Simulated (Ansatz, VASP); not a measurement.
## One calculation of Ba, two programs

The input INCAR:

```
ALGO = Normal
EDIFF = 1E-6
ENCUT = 500
GGA = LIBXC
GGA_COMPAT = F
ISIF = 2
ISMEAR = -1
LASPH = T
LCHARG = F
LIBXC1 = GGA_X_RPBE
LIBXC2 = GGA_C_LYP
LREAL = F
LWAVE = F
NBANDS = 11
NELM = 120
PREC = Accurate
SIGMA = 0.025
```

The input KPOINTS:

```
k-points
0
Gamma
  7 7 7
```

POSCAR

```
Ba
1.0
    0.0000000000      3.2752049470      3.2752049470
    3.2752049470      0.0000000000      3.2752049470
    3.2752049470      3.2752049470      0.0000000000
Ba
1
Direct
    0.0000000000      0.0000000000      0.0000000000
```

The input input.yaml:

```yaml
crystal:
  lattice:
    - [0.0, 3.275204947, 3.275204947]
    - [3.275204947, 0.0, 3.275204947]
    - [3.275204947, 3.275204947, 0.0]
  atoms:
    - { symbol: Ba, position: [0.0, 0.0, 0.0] }
kpoints:
  mp_grid: { grid: [7, 7, 7] }
scf:
  occupations: { method: fermi_dirac, width: 0.025 }
hamiltonian:
  xc: { exchange: rpbe, correlation: lyp }
  pseudopotentials:
    kind: all_electron
    lapw: { basis_error: 0.001 }
    dirac_shells: { Ba: ["3p", "3d"] }
output:
  forces: true
  stress: true
  eigenvalues: true
```

Change from the starting cell: volume scaled by 1.04.

Alike in both runs: task single point; functional rpbe exchange, lyp correlation; k mesh 7 × 7 × 7; occupations fermi-dirac, width 0.025 eV; no spin polarisation.

|  | VASP | Ansatz |
| --- | --- | --- |
| version | VASP 6.6.1 | Ansatz 0.2.0 |
| potentials or method | VASP PAW PBE potentials, release 64 (Ba_sv), cutoff 500 eV | all-electron LAPW, inner shells corrected to Dirac's equation |

```tsv
	VASP	Ansatz	Ansatz less VASP
gap on the k mesh at the Fermi level (eV)	none	none	-
pressure (GPa)	0.3	0.3	-0.03
```

VASP's potentials were made for PBE, not for rpbe exchange, lyp correlation. A gap of «none» marks a metal or a gap that the smearing closes. Ansatz ran all-electron here, and VASP with PAW potentials.

Spin-orbit coupling is off throughout.
